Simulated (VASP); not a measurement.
# Rh (Pm-3n) in VASP: relaxation of cell and atoms with PBEsol

Aim: the relaxation of cell and atoms of Rh with PBEsol.

All numbers are computed with VASP 6.6.1; they aren't measurements. Logs are shortened: lines on timing, memory, paths and dates and some standing lists are left out, and cuts for length are marked.

### Step 1. The cell of the first run

The structure is cubic, space group Pm-3n (No. 223). Conventional cell: a = 4.817 Å, b = 4.817 Å, c = 4.817 Å, α = 90.00°, β = 90.00°, γ = 90.00°. Within 3.6 Å of Rh (site symmetry m-3) lie 12 Rh at 2.69 Å. Within 3.2 Å of Rh (site symmetry -4m2) lie 14 Rh at 2.41 to 2.95 Å.

### Step 2. Relaxation of cell and atoms, PBEsol

Input file INCAR:

```
ALGO     = Fast           # electronic algorithm
EDIFF    = 1E-6           # SCF threshold, eV
EDIFFG   = -0.01          # ionic threshold
ENCUT    = 600            # plane-wave cutoff, eV
GGA      = PS             # functional
IBRION   = 2              # ionic algorithm
ISIF     = 3              # what is computed and relaxed
ISMEAR   = 0              # smearing method
LASPH    = True           # aspherical terms in the spheres
LCHARG   = False          # write CHGCAR
LREAL    = False          # projectors in reciprocal space
LWAVE    = False          # write WAVECAR
NELM     = 100            # most SCF steps
NSW      = 100            # ionic steps
PREC     = Accurate       # precision mode
SIGMA    = 0.1            # smearing width, eV
```

Input file KPOINTS:

```
k-points
0
Gamma
  8 8 8
```

Input file POSCAR:

```
Rh
1.0
    4.8167028597      0.0000000000      0.0000000000
    0.0000000000      4.8167028597      0.0000000000
    0.0000000000      0.0000000000      4.8167028597
Rh
8
Direct
    0.5000000000      0.5000000000      0.5000000000
    0.0000000000      0.0000000000      0.0000000000
    0.2500000000      0.0000000000      0.5000000000
    0.5000000000      0.2500000000      0.0000000000
    0.5000000000      0.7500000000      0.0000000000
    0.7500000000      0.0000000000      0.5000000000
    0.0000000000      0.5000000000      0.7500000000
    0.0000000000      0.5000000000      0.2500000000
```

Potentials or basis: VASP PAW PBE potentials, release 64 (Rh_pv).

On the command line:

```console
cat potpaw_PBE.64/Rh_pv/POTCAR > POTCAR
mpirun -np 1 vasp_std > vasp.out
```

OUTCAR:

```text
EDIFF = 1E-6
   EDIFFG = -0.01
   ENCUT = 600
   GGA = PS
   IBRION = 2
   ISIF = 3
   ISMEAR = 0
   LASPH = True
   LREAL = False
   NELM = 100
   NSW = 100
   PREC = Accurate

 ion  position               nearest neighbor table
   1  0.500  0.500  0.500-   3 2.69   4 2.69   5 2.69   6 2.69   7 2.69   8 2.69   4 2.69   5 2.69
                             3 2.69   6 2.69   7 2.69   8 2.69
   2  0.000  0.000  0.000-   3 2.69   4 2.69   5 2.69   6 2.69   7 2.69   8 2.69   3 2.69   6 2.69
                             7 2.69   8 2.69   4 2.69   5 2.69
   3  0.250  0.000  0.500-   6 2.41   6 2.41   1 2.69   2 2.69   1 2.69   2 2.69   8 2.95   5 2.95
                             4 2.95   5 2.95   4 2.95   7 2.95   8 2.95   7 2.95
   4  0.500  0.250  0.000-   5 2.41   5 2.41   1 2.69   1 2.69   2 2.69   2 2.69   8 2.95   3 2.95
                             3 2.95   6 2.95   6 2.95   7 2.95   7 2.95   8 2.95
   5  0.500  0.750  0.000-   4 2.41   4 2.41   1 2.69   1 2.69   2 2.69   2 2.69   8 2.95   3 2.95
                             3 2.95   6 2.95   6 2.95   7 2.95   7 2.95   8 2.95
   6  0.750  0.000  0.500-   3 2.41   3 2.41   1 2.69   2 2.69   1 2.69   2 2.69   8 2.95   4 2.95
                             4 2.95   5 2.95   5 2.95   7 2.95   8 2.95   7 2.95
   7  0.000  0.500  0.750-   8 2.41   8 2.41   1 2.69   2 2.69   2 2.69   1 2.69   3 2.95   4 2.95
                             5 2.95   3 2.95   6 2.95   6 2.95   4 2.95   5 2.95
   8  0.000  0.500  0.250-   7 2.41   7 2.41   1 2.69   2 2.69   2 2.69   1 2.69   3 2.95   4 2.95
                             5 2.95   3 2.95   6 2.95   6 2.95   4 2.95   5 2.95

  LATTYP: Found a simple cubic cell.
 ALAT       =     4.8167028597

  Lattice vectors:

 A1 = (   4.8167028597,   0.0000000000,   0.0000000000)
 A2 = (   0.0000000000,   4.8167028597,   0.0000000000)
 A3 = (   0.0000000000,   0.0000000000,   4.8167028597)

Analysis of symmetry for initial positions (statically):
=====================================================================
 Subroutine PRICEL returns:
 Original cell was already a primitive cell.

 Routine SETGRP: Setting up the symmetry group for a
 simple cubic supercell.

 Subroutine GETGRP returns: Found 48 space group operations
 (whereof 24 operations were pure point group operations)
 out of a pool of 48 trial point group operations.

The static configuration has the point symmetry T_h .
 The point group associated with its full space group is O_h .

Analysis of symmetry for dynamics (positions and initial velocities):
=====================================================================
 Subroutine PRICEL returns:
 Original cell was already a primitive cell.

 Routine SETGRP: Setting up the symmetry group for a
 simple cubic supercell.

 Subroutine GETGRP returns: Found 48 space group operations
 (whereof 24 operations were pure point group operations)
 out of a pool of 48 trial point group operations.

The dynamic configuration has the point symmetry T_h .
 The point group associated with its full space group is O_h .

 Subroutine INISYM returns: Found 48 space group operations
 (whereof 24 operations are pure point group operations),
 and found     1 'primitive' translations

----------------------------------------------------------------------------------------

                                     Primitive cell

  volume of cell :     111.7505

  direct lattice vectors                    reciprocal lattice vectors
     4.816702860  0.000000000  0.000000000     0.207610897  0.000000000  0.000000000
     0.000000000  4.816702860  0.000000000     0.000000000  0.207610897  0.000000000
     0.000000000  0.000000000  4.816702860     0.000000000  0.000000000  0.207610897

  length of vectors
     4.816702860  4.816702860  4.816702860     0.207610897  0.207610897  0.207610897

  position of ions in fractional coordinates (direct lattice)
     0.500000000  0.500000000  0.500000000
     0.000000000  0.000000000  0.000000000
     0.250000000  0.000000000  0.500000000
     0.500000000  0.250000000  0.000000000
     0.500000000  0.750000000  0.000000000
     0.750000000  0.000000000  0.500000000
     0.000000000  0.500000000  0.750000000
     0.000000000  0.500000000  0.250000000

  ion indices of the primitive-cell ions
   primitive index   ion index
                 1           1
                 2           2
                 3           3
                 4           4
                 5           5
                 6           6
                 7           7
                 8           8

----------------------------------------------------------------------------------------

 KPOINTS: k-points

Automatic generation of k-mesh.
 Grid dimensions read from file:
 generate k-points for:    8    8    8

 Generating k-lattice:

  Cartesian coordinates                     Fractional coordinates (reciprocal lattice)
     0.025951362  0.000000000  0.000000000     0.125000000  0.000000000  0.000000000
     0.000000000  0.025951362  0.000000000     0.000000000  0.125000000  0.000000000
     0.000000000  0.000000000  0.025951362     0.000000000  0.000000000  0.125000000

  Length of vectors
     0.025951362  0.025951362  0.025951362

  Shift w.r.t. Gamma in fractional coordinates (k-lattice)
     0.000000000  0.000000000  0.000000000

 Subroutine IBZKPT returns following result:
 ===========================================

 Found     35 irreducible k-points:

 Following reciprocal coordinates:
            Coordinates               Weight
  0.000000  0.000000  0.000000      1.000000
  0.125000  0.000000  0.000000      6.000000
  0.250000  0.000000  0.000000      6.000000
  0.375000  0.000000  0.000000      6.000000
  0.500000  0.000000  0.000000      3.000000
  0.125000  0.125000  0.000000     12.000000
[... 16 lines left out ...]
  0.375000  0.375000  0.125000     24.000000
  0.500000  0.375000  0.125000     24.000000
 [... further k-points ...]
   k-points           NKPTS =     35   k-points in BZ     NKDIM =     35   number of bands    NBANDS=     72
   number of dos      NEDOS =    301   number of ions     NIONS =      8
   total plane-waves  NPLWV =  64000
   dimension x,y,z NGX =    40 NGY =   40 NGZ =   40
   dimension x,y,z NGXF=    80 NGYF=   80 NGZF=   80
   ions per type =               8
   NGX,Y,Z   is equivalent  to a cutoff of  13.81, 13.81, 13.81 a.u.
   NGXF,Y,Z  is equivalent  to a cutoff of  27.61, 27.61, 27.61 a.u.
 SYSTEM =  unknown system
   PREC   = accura    normal or accurate (medium, high low for compatibility)
   ISTART =      0    job   : 0-new  1-cont  2-samecut
   ICHARG =      2    charge: 1-file 2-atom 10-const
   ISPIN  =      1    spin polarized calculation?
   LNONCOLLINEAR =      F non collinear calculations
   LSORBIT =      F    spin-orbit coupling
   LASPH  =      T    aspherical Exc in radial PAW
   ENCUT  =  600.0 eV  44.10 Ry    6.64 a.u.   9.62  9.62  9.62*2*pi/ulx,y,z
   NELM   =    100;   NELMIN=  2; NELMDL= -5     # of ELM steps
   EDIFF  = 0.1E-05   stopping-criterion for ELM
   LREAL  =      F    real-space projection
   EDIFFG = -.1E-01   stopping-criterion for IOM
   NSW    =    100    number of steps for IOM
   IBRION =      2    ionic relax: 0-MD 1-quasi-New 2-CG
   NFREE  =      1    steps in history (QN), initial steepest desc. (CG)
   ISIF   =      3    stress and relaxation
   ISYM   =      2    0-nonsym 1-usesym 2-fastsym
   POTIM  = 0.5000    time-step for ionic-motion
   TEBEG  =    0.0;   TEEND  =   0.0 temperature during run
   PSTRESS=    0.0 pullay stress
   NELECT =     120.0000    total number of electrons
   NUPDOWN=      -1.0000    fix difference up-down
   EMIN   =  10.00;   EMAX   =-10.00  energy-range for DOS
   EFERMI =   0.00;   METHOD = LEGACY
   ISMEAR =     0;   SIGMA  =   0.10  broadening in eV -4-tet -1-fermi 0-gaus
   EFERMI_NEDOS =   21; number of points for ismear=-14 and -15
   IALGO  =     68    algorithm
   IMIX   =      4    mixing-type and parameters
     AMIX     =   0.40;   BMIX     =  1.00
     AMIX_MAG =   1.60;   BMIX_MAG =  1.00
  volume/ion in A,a.u.               =      13.97        94.27
  Fermi-wavevector in a.u.,A,eV,Ry     =   1.676430  3.167993 38.238046  2.810417
  Thomas-Fermi vector in A             =   2.760874
   LORBIT       =      0    0 simple, 1 ext, 2 COOP (PROOUT), +10 PAW based schemes
   GGA     = PS    functional components
   LHFCALC =     F    Hartree Fock is set to
   AEXX    =    0.0000 exact exchange contribution
   IVDW    =     0    specifies the selected vdW correction
   LEPSILON=     F    determine dielectric tensor
   LRPA    =     F    only Hartree local field effects (RPA)
 conjugate gradient relaxation of ions
 non-spin polarized calculation
 RMM-DIIS sequential band-by-band and
 Gauss-broadening in eV      SIGMA  =   0.10
  energy-cutoff  :      600.00
  volume of cell :      111.75
 maximum number of plane-waves:      3783
 NGX is ok and might be reduce to    40
   NGX = 19   NGY = 19   NGZ = 19

 number of electron     120.0000038 magnetization

 Free energy of the ion-electron system (eV)
  ---------------------------------------------------
  ext. energy  EPLUGINS =         0.00000000
  ---------------------------------------------------
  free energy    TOTEN  =       -62.49672515 eV

  energy without entropy =      -62.40587880  energy(sigma->0) =      -62.45130198

 E-fermi :  11.5240     XC(G=0): -14.0921

 val. band max:       11.5236639163   @ k =   0.5000   0.5000   0.0000
 cond. band min:      11.5253067648   @ k =   0.5000   0.3750   0.0000
 fundamental gap:      0.0016428485
 Fermi energy:        11.5239555169

 k-point     1 :       0.0000    0.0000    0.0000
  band No.  band energies     occupation
      1     -35.8866      2.00000
      2     -35.8866      2.00000
      3     -35.8084      2.00000
      4     -35.3403      2.00000
      5     -35.3403      2.00000
      6     -35.3403      2.00000
[... 64 lines left out ...]
     71      16.8638      0.00000
     72      21.6523      0.00000

 k-point     2 :       0.1250    0.0000    0.0000
  band No.  band energies     occupation
      1     -35.8881      2.00000
      2     -35.8669      2.00000
      3     -35.7932      2.00000
      4     -35.3383      2.00000
      5     -35.3383      2.00000
      6     -35.3209      2.00000
[... 64 lines left out ...]
     71      17.6739      0.00000
     72      20.5064      0.00000

 k-point     3 :       0.2500    0.0000    0.0000
  band No.  band energies     occupation
      1     -35.8904      2.00000
      2     -35.8587      2.00000
      3     -35.7001      2.00000
      4     -35.3337      2.00000
      5     -35.3337      2.00000
      6     -35.2666      2.00000
[... 1564 lines left out ...]
     71      16.9190      0.00000
     72      18.0320      0.00000

 k-point    24 :       0.5000    0.3750    0.1250
  band No.  band energies     occupation
      1     -35.8615      2.00000
      2     -35.5650      2.00000
      3     -35.3847      2.00000
      4     -35.3573      2.00000
      5     -35.2936      2.00000
      6     -35.2589      2.00000
[... 64 lines left out ...]
     71      16.9343      0.00000
     72      17.7100      0.00000

 [... further k-points ...]
[... 5 lines left out ...]
  --------------------------------------------------------------------------------------
  -------------------------------------------------------------------------------------
  Total        0.0328097      0.0328097      0.0328097     -0.0000000      0.0000000      0.0000000
  in kB        0.4703958      0.4703958      0.4703958     -0.0000000      0.0000000      0.0000000
  external PRESSURE =       0.4703958 kB  Pullay stress =       0.0000000 kB

 VOLUME and BASIS-vectors are now :
 -----------------------------------------------------------------------------
  energy-cutoff  :      600.00
  volume of cell :      111.75
      direct lattice vectors                 reciprocal lattice vectors
     4.816702860  0.000000000  0.000000000     0.207610897  0.000000000  0.000000000
     0.000000000  4.816702860  0.000000000     0.000000000  0.207610897  0.000000000
     0.000000000  0.000000000  4.816702860     0.000000000  0.000000000  0.207610897

 POSITION                                       TOTAL-FORCE (eV/Angst)
 -----------------------------------------------------------------------------------
      2.40835      2.40835      2.40835        -0.000000     -0.000000     -0.000000
      0.00000      0.00000      0.00000        -0.000000     -0.000000     -0.000000
      1.20418      0.00000      2.40835        -0.000000      0.000000     -0.000000
      2.40835      1.20418      0.00000         0.000000      0.000000     -0.000000
      2.40835      3.61253      0.00000         0.000000     -0.000000      0.000000
      3.61253      0.00000      2.40835         0.000000      0.000000      0.000000
      0.00000      2.40835      3.61253        -0.000000     -0.000000     -0.000000
      0.00000      2.40835      1.20418        -0.000000     -0.000000      0.000000
 -----------------------------------------------------------------------------------
    total drift:                               -0.000000     -0.000000      0.000000

  FREE ENERGIE OF THE ION-ELECTRON SYSTEM (eV)
  ---------------------------------------------------
  free  energy   TOTEN  =       -62.4967251510 eV

  energy  without entropy=      -62.4058788035  energy(sigma->0) =      -62.45130198

 reached required accuracy - stopping structural energy minimisation
```

Run time: 2.8 min. Hardware: 1 thread of Intel Xeon 6975P-C (Granite Rapids), shared host; peak memory 0.38 GiB.

What came out:

- Free energy: -62.4967 eV
- Pressure after relaxing: 0.0 GPa
- Band gap on the k mesh: zero (bands 60 and 61 overlap by 0.43 eV)

Final structure:
```
CELL_PARAMETERS angstrom
4.81670 0.00000 0.00000
0.00000 4.81670 0.00000
0.00000 0.00000 4.81670
ATOMIC_POSITIONS crystal
Rh 0.50000 0.50000 0.50000
Rh 0.00000 0.00000 0.00000
Rh 0.25000 0.00000 0.50000
Rh 0.50000 0.25000 0.00000
Rh 0.50000 0.75000 0.00000
Rh 0.75000 0.00000 0.50000
Rh 0.00000 0.50000 0.75000
Rh 0.00000 0.50000 0.25000
```

Caveat: the relaxation stopped at its first step, so nothing moved; the PAW data sets were made with another functional, which shifts forces and pressure a little.
